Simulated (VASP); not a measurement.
**KMgF3: single point with PBE**

The system is KMgF3.

```
K Mg F
1.0
     5.55885    0.00000    0.00000
    -2.77942    4.81410    0.00000
     0.00000    0.00000    4.74921
K Mg F
2 2 6
Direct
  0.00000 0.00000 0.50000
  0.00000 0.00000 0.00000
  0.33333 0.66667 0.75000
  0.66667 0.33333 0.25000
  0.14600 0.29200 0.25000
  0.85400 0.14600 0.75000
  0.85400 0.70800 0.75000
  0.14600 0.85400 0.25000
  0.70800 0.85400 0.25000
  0.29200 0.14600 0.75000
```

```
Program                : VASP 6.6.1
Task                   : single point
Functional             : PBE
Potentials or basis    : VASP PAW PBE potentials, release 64 (K_sv, Mg_sv, F)
Cutoff                 : 840 eV
k mesh                 : 6 × 6 × 4
Occupations            : gaussian, width 0.1 eV
Spin                   : no spin polarisation
Dipole correction      : no
Further INCAR settings : ALGO = Normal; EDIFF = 1e-06; NBANDS = 51
```

| Quantity | Value |
| --- | --- |
| Pressure | 85.9 GPa |
| Largest force | 16.074 eV/Å |
| Band gap on the k mesh | zero (bands 40 and 41 overlap by 0.37 eV) |

Forces on the atoms (eV/Å):
```
K     0.000   0.000   0.000
K     0.000   0.000   0.000
Mg    0.000   0.000   0.000
Mg    0.000   0.000   0.000
F     0.000  16.074   0.000
F   -13.920   8.037   0.000
F     0.000 -16.074   0.000
F    13.920  -8.037   0.000
F   -13.920  -8.037   0.000
F    13.920   8.037   0.000
```

Stress tensor (GPa, compression positive):
```
 71.03   0.00   0.00
  0.00  71.03   0.00
  0.00   0.00 115.73
```

Levels at points of the mesh, in eV from the Fermi level:
```
           k point  band 38  band 39  band 40  band 41  band 42  band 43
(0.00, 0.00, 0.00)    -0.97    -0.97    -0.85    -0.35     1.75     5.03
(0.50, 0.00, 0.00)    -1.26    -1.03    -0.04     1.31     1.32     4.79
(0.00, 0.00, 0.50)    -1.27    -1.27    -1.27     1.14     1.14     5.62
(0.50, 0.00, 0.50)    -1.17    -0.72    -0.72     1.54     1.54     3.98
```

Run time: 3.5 min on 1 thread of Intel(R) Xeon(R) Platinum 8488C (Sapphire Rapids), with other jobs on the host, peak memory 0.48 GiB.

Caveat: the stress differs along the axes, from 71 to 116 GPa; semilocal functionals underestimate gaps, and a narrow one can read as zero; forces of over 1 eV/Å act on the atoms, so gaps and moduli don't describe the material at rest.
